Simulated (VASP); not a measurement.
# Ga2O3 (Ga2O3 (R-3c)) (R-3c) in VASP: a series of runs

The runs below take Ga2O3 (Ga2O3 (R-3c)) through single point, with PBE.

Program: VASP 6.6.1. These are calculated values, not measurements. Logs are shortened: lines on timing, memory, paths and dates and some standing lists are left out, and cuts for length are marked.

**1. The cell of the first run**

It takes space group R-3c (No. 167, trigonal). Conventional cell: a = 5.058 Å, b = 5.058 Å, c = 13.624 Å, α = 90.00°, β = 90.00°, γ = 120.00°. Within 2.6 Å of Ga (site symmetry 3) lie 6 O at 1.95 to 2.10 Å. Within 2.6 Å of O (site symmetry 2) lie 4 Ga at 1.95 to 2.10 Å.

**2. Single point, PBE**

The input, INCAR:

```
SYSTEM = Ga2O3
ALGO = Normal
EDIFF = 1E-6
ENCUT = 520
GGA = PE
ISIF = 2
ISMEAR = 0
ISYM = 0
LASPH = .TRUE.
LCHARG = .FALSE.
LREAL = Auto
LWAVE = .FALSE.
NBANDS = 104
NELM = 80
PREC = Accurate
SIGMA = 0.01
```

The input, KPOINTS:

```
k-points
0
G
  3 3 1
  0 0 0
```

The input, POSCAR:

```
Ga2O3
1.0
   -2.5289754463      4.3803139621     -0.0000000157
   -5.0579508909     -0.0000000010      0.0000000003
   -5.0579508909      2.9202093403      9.0826160109
Ga O
8 12
Direct
    0.1441586467      0.1441586467      0.2837620300
    0.3558413533      0.3558413533      0.4662379700
    0.8558413533      0.8558413533      0.2162379700
    0.6441586467      0.6441586467      0.0337620300
    0.1441586467      0.1441586467      0.7837620300
    0.3558413533      0.3558413533      0.9662379700
    0.8558413533      0.8558413533      0.7162379700
    0.6441586467      0.6441586467      0.5337620300
    0.9469003100      0.2500000000      0.1250000000
    0.2500000000      0.5530996900      0.1250000000
    0.5530996900      0.9469003100      0.1250000000
    0.0530996900      0.7500000000      0.3750000000
    0.4469003100      0.0530996900      0.3750000000
    0.7500000000      0.4469003100      0.3750000000
    0.9469003100      0.2500000000      0.6250000000
    0.2500000000      0.5530996900      0.6250000000
    0.5530996900      0.9469003100      0.6250000000
    0.0530996900      0.7500000000      0.8750000000
    0.4469003100      0.0530996900      0.8750000000
    0.7500000000      0.4469003100      0.8750000000
```

Potentials or basis: VASP PAW PBE potentials, release 64 (Ga_d, O).

Run with:

```
$ cat potpaw_PBE.64/Ga_d/POTCAR potpaw_PBE.64/O/POTCAR > POTCAR
$ mpirun -np 1 vasp_std > vasp.out
```

OUTCAR:

```text
SYSTEM = Ga2O3
   EDIFF = 1E-6
   ENCUT = 520
   GGA = PE
   ISIF = 2
   ISMEAR = 0
   ISYM = 0
   LASPH = .TRUE.
   LREAL = Auto
   NELM = 80
   PREC = Accurate

 ion  position               nearest neighbor table
   1  0.144  0.144  0.284-  13 1.95  14 1.95  12 1.95  10 2.10  11 2.10   9 2.10   6 2.88
   2  0.356  0.356  0.466-  13 1.95  12 1.95  14 1.95  15 2.10  17 2.10  16 2.10   5 2.88
   3  0.856  0.856  0.216-  11 1.95  10 1.95   9 1.95  14 2.10  13 2.10  12 2.10   8 2.88
   4  0.644  0.644  0.034-  11 1.95   9 1.95  10 1.95  18 2.10  19 2.10  20 2.10   7 2.88
   5  0.144  0.144  0.784-  19 1.95  20 1.95  18 1.95  16 2.10  17 2.10  15 2.10   2 2.88
   6  0.356  0.356  0.966-  19 1.95  18 1.95  20 1.95   9 2.10  11 2.10  10 2.10   1 2.88
   7  0.856  0.856  0.716-  17 1.95  16 1.95  15 1.95  20 2.10  19 2.10  18 2.10   4 2.88
   8  0.644  0.644  0.534-  17 1.95  15 1.95  16 1.95  12 2.10  13 2.10  14 2.10   3 2.88
   9  0.947  0.250  0.125-   4 1.95   3 1.95   6 2.10   1 2.10
  10  0.250  0.553  0.125-   3 1.95   4 1.95   1 2.10   6 2.10
  11  0.553  0.947  0.125-   3 1.95   4 1.95   1 2.10   6 2.10
  12  0.053  0.750  0.375-   2 1.95   1 1.95   8 2.10   3 2.10
  13  0.447  0.053  0.375-   1 1.95   2 1.95   3 2.10   8 2.10
  14  0.750  0.447  0.375-   1 1.95   2 1.95   3 2.10   8 2.10
  15  0.947  0.250  0.625-   8 1.95   7 1.95   2 2.10   5 2.10
  16  0.250  0.553  0.625-   7 1.95   8 1.95   5 2.10   2 2.10
  17  0.553  0.947  0.625-   7 1.95   8 1.95   5 2.10   2 2.10
  18  0.053  0.750  0.875-   6 1.95   5 1.95   4 2.10   7 2.10
  19  0.447  0.053  0.875-   5 1.95   6 1.95   7 2.10   4 2.10
  20  0.750  0.447  0.875-   5 1.95   6 1.95   7 2.10   4 2.10

IMPORTANT INFORMATION: All symmetrisations will be switched off!
NOSYMM: (Re-)initialisation of all symmetry stuff for point group C_1.

----------------------------------------------------------------------------------------

                                     Primitive cell

  volume of cell :     201.2291

  direct lattice vectors                    reciprocal lattice vectors
    -2.528975446  4.380313962 -0.000000016    -0.000000000  0.228294138 -0.073400293
    -5.057950891 -0.000000001  0.000000000    -0.197708523 -0.114147069 -0.073400291
    -5.057950891  2.920209340  9.082616011     0.000000000  0.000000000  0.110100438

  length of vectors
     5.057950891  5.057950891 10.798351884     0.239803704  0.239803704  0.110100438

  position of ions in fractional coordinates (direct lattice)
     0.144158647  0.144158647  0.283762030
     0.355841353  0.355841353  0.466237970
     0.855841353  0.855841353  0.216237970
     0.644158647  0.644158647  0.033762030
     0.144158647  0.144158647  0.783762030
     0.355841353  0.355841353  0.966237970
[... 12 lines left out ...]
     0.446900310  0.053099690  0.875000000
     0.750000000  0.446900310  0.875000000

  ion indices of the primitive-cell ions
   primitive index   ion index
                 1           1
                 2           2
                 3           3
                 4           4
                 5           5
                 6           6
[... 12 lines left out ...]
                19          19
                20          20

----------------------------------------------------------------------------------------

 KPOINTS: k-points

Automatic generation of k-mesh.
 Grid dimensions read from file:
 generate k-points for:    3    3    1

 Generating k-lattice:

  Cartesian coordinates                     Fractional coordinates (reciprocal lattice)
    -0.000000000  0.076098046 -0.024466764     0.333333333  0.000000000 -0.000000000
    -0.065902841 -0.038049023 -0.024466764    -0.000000000  0.333333333 -0.000000000
     0.000000000  0.000000000  0.110100438     0.000000000 -0.000000000  1.000000000

  Length of vectors
     0.079934568  0.079934568  0.110100438

  Shift w.r.t. Gamma in fractional coordinates (k-lattice)
     0.000000000  0.000000000  0.000000000

 -----------------------------------------------------------------------------
|                                                                             |
|           W    W    AA    RRRRR   N    N  II  N    N   GGGG   !!!           |
|           W    W   A  A   R    R  NN   N  II  NN   N  G    G  !!!           |
|           W    W  A    A  R    R  N N  N  II  N N  N  G       !!!           |
|           W WW W  AAAAAA  RRRRR   N  N N  II  N  N N  G  GGG   !            |
|           WW  WW  A    A  R   R   N   NN  II  N   NN  G    G                |
|           W    W  A    A  R    R  N    N  II  N    N   GGGG   !!!           |
|                                                                             |
|     Your reciprocal lattice and k-lattice belong to different lattice       |
|     classes:                                                                |
|                                                                             |
|        The reciprocal lattice is rhombohedral (trigonal),                   |
|        whereas your k-lattice is base-centered monoclinic.                  |
|                                                                             |
|     Results are often still useful ...                                      |
|                                                                             |
 -----------------------------------------------------------------------------

 WARNING: IBZKPT: internal override: KBLOWUP is changed to .FALSE.
      ... skipping the blow-up phase ...

 Subroutine IBZKPT returns following result:
 ===========================================

 Found      5 irreducible k-points:

 Following reciprocal coordinates:
            Coordinates               Weight
  0.000000  0.000000  0.000000      1.000000
  0.333333 -0.000000  0.000000      2.000000
  0.000000  0.333333  0.000000      2.000000
  0.333333  0.333333 -0.000000      2.000000
 -0.333333  0.333333  0.000000      2.000000
   k-points           NKPTS =      5   k-points in BZ     NKDIM =      5   number of bands    NBANDS=    104
   number of dos      NEDOS =    301   number of ions     NIONS =     20
   total plane-waves  NPLWV = 128000
   dimension x,y,z NGX =    40 NGY =   40 NGZ =   80
   dimension x,y,z NGXF=    80 NGYF=   80 NGZF=  160
   ions per type =               8  12
   NGX,Y,Z   is equivalent  to a cutoff of  13.15, 13.15, 12.32 a.u.
   NGXF,Y,Z  is equivalent  to a cutoff of  26.29, 26.29, 24.63 a.u.
 SYSTEM =  Ga2O3
   PREC   = accura    normal or accurate (medium, high low for compatibility)
   ISTART =      0    job   : 0-new  1-cont  2-samecut
   ICHARG =      2    charge: 1-file 2-atom 10-const
   ISPIN  =      1    spin polarized calculation?
   LNONCOLLINEAR =      F non collinear calculations
   LSORBIT =      F    spin-orbit coupling
   LASPH  =      T    aspherical Exc in radial PAW
   ENCUT  =  520.0 eV  38.22 Ry    6.18 a.u.   9.40  9.40 20.08*2*pi/ulx,y,z
   NELM   =     80;   NELMIN=  2; NELMDL= -5     # of ELM steps
   EDIFF  = 0.1E-05   stopping-criterion for ELM
   LREAL  =      T    real-space projection
   EDIFFG = 0.1E-04   stopping-criterion for IOM
   NSW    =      0    number of steps for IOM
   IBRION =     -1    ionic relax: 0-MD 1-quasi-New 2-CG
   NFREE  =      0    steps in history (QN), initial steepest desc. (CG)
   ISIF   =      2    stress and relaxation
   ISYM   =      0    0-nonsym 1-usesym 2-fastsym
   POTIM  = 0.5000    time-step for ionic-motion
   TEBEG  =    0.0;   TEEND  =   0.0 temperature during run
   PSTRESS=    0.0 pullay stress
   NELECT =     176.0000    total number of electrons
   NUPDOWN=      -1.0000    fix difference up-down
   EMIN   =  10.00;   EMAX   =-10.00  energy-range for DOS
   EFERMI =   0.00;   METHOD = LEGACY
   ISMEAR =     0;   SIGMA  =   0.01  broadening in eV -4-tet -1-fermi 0-gaus
   EFERMI_NEDOS =   21; number of points for ismear=-14 and -15
   IALGO  =     38    algorithm
   IMIX   =      4    mixing-type and parameters
     AMIX     =   0.40;   BMIX     =  1.00
     AMIX_MAG =   1.60;   BMIX_MAG =  1.00
  volume/ion in A,a.u.               =      10.06        67.90
  Fermi-wavevector in a.u.,A,eV,Ry     =   1.565605  2.958564 33.349487  2.451118
  Thomas-Fermi vector in A             =   2.668056
   LORBIT       =      0    0 simple, 1 ext, 2 COOP (PROOUT), +10 PAW based schemes
   GGA     = PE    functional components
   LHFCALC =     F    Hartree Fock is set to
   AEXX    =    0.0000 exact exchange contribution
   IVDW    =     0    specifies the selected vdW correction
   LEPSILON=     F    determine dielectric tensor
   LRPA    =     F    only Hartree local field effects (RPA)
 non-spin polarized calculation
 Gauss-broadening in eV      SIGMA  =   0.01
  energy-cutoff  :      520.00
  volume of cell :      201.23
 maximum number of plane-waves:      5425
 NGX is ok and might be reduce to    40
   NGX = 19   NGY = 19   NGZ = 41

 number of electron     176.0000007 magnetization

 Free energy of the ion-electron system (eV)
  ---------------------------------------------------
  ext. energy  EPLUGINS =         0.00000000
  ---------------------------------------------------
  free energy    TOTEN  =      -118.74782995 eV

  energy without entropy =     -118.74782995  energy(sigma->0) =     -118.74782995

 E-fermi :   4.1118     XC(G=0): -11.9607

 val. band max:        4.0505244195   @ k =   0.3333  -0.0000   0.0000
 cond. band min:       6.4956772920   @ k =   0.0000   0.0000   0.0000
 fundamental gap:      2.4451528725
 Fermi energy:         4.1117907276

 k-point     1 :       0.0000    0.0000    0.0000
  band No.  band energies     occupation
      1     -14.5755      2.00000
      2     -13.7461      2.00000
      3     -13.7461      2.00000
      4     -12.7185      2.00000
      5     -12.7149      2.00000
      6     -12.6997      2.00000
[... 92 lines left out ...]
     99      13.9522      0.00000
    100      13.9526      0.00000

 k-point     2 :       0.3333   -0.0000    0.0000
  band No.  band energies     occupation
      1     -14.1279      2.00000
      2     -13.7908      2.00000
      3     -13.2560      2.00000
      4     -13.1864      2.00000
      5     -12.9726      2.00000
      6     -12.8116      2.00000
[... 401 lines left out ...]
     99      12.8061      0.00000
    100      13.1078      0.00000
 [bands above 100 left out]

------------------------ aborting loop because EDIFF is reached ----------------------------------------

  FORCE on cell =-STRESS in cart. coord.  units (eV):
  Direction    XX          YY          ZZ          XY          YZ          ZX
  --------------------------------------------------------------------------------------
  -------------------------------------------------------------------------------------
  Total        0.9314297      1.0024545      0.7801307      0.0614469     -0.0227750      0.0395351
  in kB        7.4160027      7.9814987      6.2113665      0.4892372     -0.1813334      0.3147771
  external PRESSURE =       7.2029560 kB  Pullay stress =       0.0000000 kB

 VOLUME and BASIS-vectors are now :
 -----------------------------------------------------------------------------
  energy-cutoff  :      520.00
  volume of cell :      201.23
      direct lattice vectors                 reciprocal lattice vectors
    -2.528975446  4.380313962 -0.000000016    -0.000000000  0.228294138 -0.073400293
    -5.057950891 -0.000000001  0.000000000    -0.197708523 -0.114147069 -0.073400291
    -5.057950891  2.920209340  9.082616011     0.000000000  0.000000000  0.110100438

 POSITION                                       TOTAL-FORCE (eV/Angst)
 -----------------------------------------------------------------------------------
     -2.52898      1.46010      2.57730        -0.001520      0.001558      0.009594
     -5.05795      2.92021      4.23466         0.002130     -0.000536     -0.009484
     -7.58693      4.38031      1.96401         0.001461     -0.001499     -0.009554
     -5.05795      2.92021      0.30665        -0.002101      0.000553      0.009502
     -5.05795      2.92021      7.11861        -0.001440      0.001509      0.009562
     -7.58693      4.38031      8.77597         0.002052     -0.000506     -0.009623
[... 12 lines left out ...]
     -5.82448      4.51275      7.94729        -0.013454     -0.023373     -0.000028
     -8.58284      5.84042      7.94729        -0.006121     -0.000944      0.000850
 -----------------------------------------------------------------------------------
    total drift:                               -0.000062      0.000205      0.000042

  FREE ENERGIE OF THE ION-ELECTRON SYSTEM (eV)
  ---------------------------------------------------
  free  energy   TOTEN  =      -118.7478299512 eV

  energy  without entropy=     -118.7478299512  energy(sigma->0) =     -118.74782995
```

It used 340 s of CPU time on 1 thread of Intel Xeon 6975P-C, on a shared host.

Results:

- Free energy: -118.7478 eV
- Pressure: 0.7 GPa
- Largest force: 0.027 eV/Å
- Band gap on the k mesh: 2.45 eV

Forces on the atoms (eV/Å):
```
Ga  -0.002  0.002  0.010
Ga   0.002 -0.001 -0.009
Ga   0.001 -0.001 -0.010
Ga  -0.002  0.001  0.010
Ga  -0.001  0.002  0.010
Ga   0.002 -0.001 -0.010
Ga   0.001 -0.001 -0.010
Ga  -0.002  0.001  0.010
O   -0.002  0.006  0.001
O    0.006  0.001 -0.001
O    0.014  0.023  0.000
O    0.002 -0.006 -0.001
O   -0.014 -0.023  0.000
O   -0.006 -0.001  0.001
O   -0.002  0.006  0.001
O    0.006  0.001 -0.001
O    0.013  0.023  0.000
O    0.002 -0.006 -0.001
O   -0.013 -0.023  0.000
O   -0.006 -0.001  0.001
```

Caveat: the k points lie up to 0.69 Å⁻¹ apart. A k mesh can miss the band edges.

**3. Single point, PBE**

The input, INCAR:

```
  PREC = Accurate
  ENCUT = 520
  EDIFF = 1E-6
  ISMEAR = -1
  SIGMA = 0.01
  LREAL = Auto
  LASPH = True
  NELM = 100
  ALGO = Normal
  ISIF = 2
  LWAVE = False
  LCHARG = True
  GGA = PE
  LELF = True
  LVHAR = True
  NBANDS = 104
  ISYM = 0
```

The input, KPOINTS:

```
regular mesh
0
Gamma
  3 3 1
```

POSCAR, as its differences from that of step 2:

```diff
@@ -2,5 +2,5 @@
 1.0
-   -2.5289754463      4.3803139621     -0.0000000157
-   -5.0579508909     -0.0000000010      0.0000000003
-   -5.0579508909      2.9202093403      9.0826160109
+   -2.5289754467      4.3803139633     -0.0000000167
+   -5.0579508900      0.0000000000      0.0000000000
+   -5.0579508900      2.9202093400      9.0826160100
 Ga O
```

Potentials or basis: VASP PAW PBE potentials, release 64 (Ga_d, O).

Run with:

```
$ cat potpaw_PBE.64/Ga_d/POTCAR potpaw_PBE.64/O/POTCAR > POTCAR
$ mpirun -np 1 vasp_std > vasp.out
```

Run time: 8.6 min. Hardware: 1 thread of Intel Xeon 6975P-C, shared host; peak memory 0.38 GiB.

It converged, with:

```
Free energy            : -118.7478 eV
Pressure               : 0.7 GPa
Largest force          : 0.027 eV/Å
Band gap on the k mesh : 2.45 eV
```

Forces on the atoms (eV/Å):
```
Ga  -0.002  0.002  0.010
Ga   0.002 -0.001 -0.009
Ga   0.001 -0.001 -0.010
Ga  -0.002  0.001  0.010
Ga  -0.001  0.002  0.010
Ga   0.002 -0.001 -0.010
Ga   0.001 -0.001 -0.010
Ga  -0.002  0.001  0.010
O   -0.002  0.006  0.001
O    0.006  0.001 -0.001
O    0.014  0.023  0.000
O    0.002 -0.006 -0.001
O   -0.014 -0.023  0.000
O   -0.006 -0.001  0.001
O   -0.002  0.006  0.001
O    0.006  0.001 -0.001
O    0.013  0.023  0.000
O    0.002 -0.006 -0.001
O   -0.013 -0.023  0.000
O   -0.006 -0.001  0.001
```

Stress tensor (GPa, compression positive):
```
 0.74  0.05  0.03
 0.05  0.80 -0.02
 0.03 -0.02  0.62
```

Levels at points of the mesh, in eV from the valence-band top:
| k point | band 84 | band 85 | band 86 | band 87 | band 88 | band 89 | band 90 | band 91 | band 92 | band 93 |
| --- | --- | --- | --- | --- | --- | --- | --- | --- | --- | --- |
| (0.00, 0.00, 0.00) | -0.23 | -0.23 | -0.23 | -0.18 | -0.18 | 2.45 | 5.53 | 5.53 | 6.36 | 6.60 |

Caveat: the k points lie up to 0.69 Å⁻¹ apart. PBE gaps usually lie below the measured ones, often by a third to a half.
